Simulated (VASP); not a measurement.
Wanted: the native input for a VASP 6.6.1 run.

```
Task                   : single point
Functional             : PBEsol
Dispersion             : D3(BJ)
Potentials or basis    : VASP PAW PBE potentials, release 64 (Al)
Cutoff                 : 520 eV
k mesh                 : 22 × 22 × 22
Occupations            : gaussian, width 0.15 eV
Spin                   : no spin polarisation
Dipole correction      : no
Further INCAR settings : ALGO = Normal; EDIFF = 1e-06; NBANDS = 8
```

The structure of Al lies in POSCAR:

```
Al
1.0
    0.0000000000      1.9046381017      2.2855657221
    1.9046381017      0.0000000000      2.2855657221
    1.9046381017      1.9046381017      0.0000000000
Al
1
Direct
    0.0000000000      0.0000000000      0.0000000000
```

This cell differs from its parent crystal: ratio of the length along z to the lengths across it x 1.2, volume and fractional coordinates fixed.

One way to write it, as run:

INCAR

```
ALGO = Normal
EDIFF = 1E-6
ENCUT = 520
GGA = PS
ISIF = 2
ISMEAR = 0
IVDW = 12
LASPH = True
LCHARG = False
LREAL = False
LWAVE = False
NBANDS = 8
NELM = 100
PREC = Accurate
SIGMA = 0.15
```

KPOINTS

```
k-points
0
Gamma
  22 22 22
```

Potentials or basis: VASP PAW PBE potentials, release 64 (Al).

Launch:

```console
$ cat potpaw_PBE.64/Al/POTCAR > POTCAR
$ mpirun -np 1 vasp_std > vasp.out
```

Results of the run:

```yaml
Pressure: -2.4 GPa
Band_gap_on_the_k_mesh: zero (an odd number of electrons rules out a gap without spin polarisation)
Dispersion_energy_per_atom: -0.316 eV
```

Caveat: the PAW data sets were made with another functional, which shifts forces and pressure a little.

It took 71 s on 1 thread of Intel Xeon 8259CL (shared host), peak memory 0.21 GiB.
